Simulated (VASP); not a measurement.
**B6I: relaxation of cell and atoms with PBE**

Crystal: B6I.

```
B I
1.0
     4.30179    0.00000    0.00000
    -2.15090    3.72546    0.00000
     0.00000    0.00000    5.76353
B I
6 1
Direct
  0.23053 0.76947 0.72691
  0.23053 0.46105 0.72691
  0.53895 0.76947 0.72691
  0.76947 0.23053 0.27309
  0.46105 0.23053 0.27309
  0.76947 0.53895 0.27309
  0.00000 0.00000 0.50000
```

```
Program                : VASP 6.6.1
Task                   : relaxation of cell and atoms
Functional             : PBE
Potentials or basis    : VASP PAW PBE potentials, release 64 (B, I)
Cutoff                 : 600 eV
k mesh                 : 6 × 6 × 4
Occupations            : gaussian, width 0.1 eV
Spin                   : no spin polarisation
Dipole correction      : no
Further INCAR settings : ALGO = Normal; EDIFF = 1e-07; IBRION = 2; EDIFFG = -0.04; NSW = 90; ISIF = 3
```

```yaml
Relaxed_volume: 18.64 Å³/atom
Relaxed_cell: a = 5.263 Å, b = 5.263 Å, c = 5.440 Å, α = 90.00°, β = 90.00°, γ = 120.00°
Space_group_after_relaxing_to_0.05_Å: P-3m1 (No. 164)
Energy_gained_by_relaxing: 985.1 meV/atom
Ionic_steps: 41
Pressure_after_relaxing: 0.0 GPa
Largest_force_after_relaxing: 0.031 eV/Å
```

Forces in eV/Å, atoms in the order of the input:
```
B    0.027 -0.015 -0.004
B    0.000  0.031 -0.004
B   -0.027 -0.015 -0.004
B   -0.027  0.015  0.004
B    0.027  0.015  0.004
B    0.000 -0.031  0.004
I    0.000  0.000  0.000
```

Stress tensor (GPa, compression positive):
```
-0.10  0.00  0.00
 0.00 -0.10  0.00
 0.00  0.00  0.32
```

Step by step:
```
step  energy change (eV)  largest force (eV/Å)  pressure (GPa)  volume (Å³)
   1              0.0000               13.6064           56.04        92.37
   3             11.0387                5.0882           13.02       160.47
   5              3.1411                6.5271            2.63       121.09
   7             -4.1934                4.3955           12.98        99.14
   9             -6.3030                1.3674           -2.14       120.39
  11             -6.2001                1.9998            6.59       118.31
  13             -6.4383                0.1163            0.80       120.91
  15             -6.4944                0.3862           -0.89       133.70
  17             -6.5128                0.2972           -0.91       131.82
  19             -6.5928                0.6370           -3.18       138.86
  21             -6.6301                0.4841           -2.96       139.71
  23             -6.6506                0.8109           -1.60       143.09
  25             -6.6896                0.4029           -2.13       140.95
  27             -6.8130                0.3563           -0.98       134.61
  29             -6.8645                0.5673           -0.52       126.57
  31             -6.8812                0.0778            0.30       127.07
  33             -6.8855                0.0818           -0.24       129.27
  35             -6.8867                0.1273            0.08       129.31
  37             -6.8907                0.0949            0.10       129.53
  39             -6.8933                0.0512            0.24       130.54
  41             -6.8957                0.0309            0.04       130.51
```

Final structure:
```
CELL_PARAMETERS angstrom
5.26306 0.00000 0.00000
-2.63153 4.55795 0.00000
0.00000 0.00000 5.44026
ATOMIC_POSITIONS crystal
B 0.23382 0.76618 0.70161
B 0.23382 0.46764 0.70161
B 0.53236 0.76618 0.70161
B 0.76618 0.23382 0.29839
B 0.46764 0.23382 0.29839
B 0.76618 0.53236 0.29839
I 0.00000 0.00000 0.50000
```

Levels at points of the mesh, in eV from the Fermi level:
```csv
k point,band 9,band 10,band 11,band 12,band 13,band 14,band 15,band 16
"(0.00, 0.00, 0.00)",-2.39,-1.19,-1.19,-0.40,-0.05,0.75,0.75,3.67
"(0.50, 0.00, 0.00)",-1.58,-1.41,-1.31,-0.90,-0.86,1.27,1.67,2.79
"(0.00, 0.00, 0.50)",-1.64,-1.54,-1.54,-1.39,0.34,0.34,0.83,3.58
"(0.50, 0.00, 0.50)",-1.37,-1.36,-1.12,-0.85,-0.51,1.14,2.42,3.49
```

Wall time 12 min on 1 thread of Intel(R) Xeon(R) 6975P-C (Granite Rapids), on a shared host, peak memory 0.28 GiB.

Caveat: the volume moved by over 15 % at a fixed basis, so the end points are rough; spin-orbit coupling is left out, which moves the levels of the heavy elements; this functional lacks dispersion, which binds the layers, so the pressure and a relaxed spacing across them are unreliable; an odd number of electrons without spin polarisation forces a metal; a magnetic or distorted state may lie lower.
